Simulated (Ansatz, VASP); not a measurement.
# LiH in VASP and in Ansatz

File INCAR:

```
ALGO = Normal ; EDIFF = 1E-6
ENCUT = 520 ; GGA = PE
ISIF = 2 ; ISMEAR = 0
LASPH = T ; LCHARG = T
LELF = T ; LREAL = F
LVHAR = T ; LWAVE = F
NBANDS = 9 ; NELM = 100
PREC = Accurate ; SIGMA = 0.05
```

File KPOINTS:

```
k-points
0
Gamma
  10 10 10
```

File POSCAR:

```
LiH
1.0
    0.0000000000      2.1951000000      2.0325000000
    2.1951000000      0.0000000000      2.0325000000
    2.1951000000      2.1951000000      0.0000000000
Li H
1 1
Direct
    0.0000000000      0.0000000000      0.0000000000
    0.5000000000      0.5000000000      0.5000000000
```

Input for Ansatz:

```yaml
crystal:
  lattice:
    - [0.0, 2.1951, 2.0325]
    - [2.1951, 0.0, 2.0325]
    - [2.1951, 2.1951, 0.0]
  atoms:
    - { symbol: Li, position: [0.0, 0.0, 0.0] }
    - { symbol: H, position: [0.5, 0.5, 0.5] }
basis:
  ecutwfc: 420
kpoints:
  mp_grid: { grid: [10, 10, 10] }
hamiltonian:
  xc: pbe
scf:
  occupations: { method: gaussian, width: 0.05 }
output:
  forces: true
  stress: true
  eigenvalues: true
```

Change from the starting cell: strain +0.080 along x and y, +0.000 along z, atoms carried along.

Alike in both runs: task single point; functional PBE; k mesh 10 × 10 × 10; occupations gaussian, width 0.05 eV; no spin polarisation.

```csv
,VASP,Ansatz
version,VASP 6.6.1,Ansatz 0.2.0
potentials or method,"VASP PAW PBE potentials, release 64 (Li_sv, H), cutoff 520 eV","scalar-relativistic, plane waves, PAW"
valence electrons in the cell,4,4
```

```tsv
	VASP	Ansatz	Ansatz less VASP
gap on the k mesh at the Fermi level (eV)	2.47	2.48	+0.007
least direct gap on the mesh (eV)	2.98	2.99	+0.008
```

Noted on VASP's run: the cutoff is short for stress, so the pressure is rough.
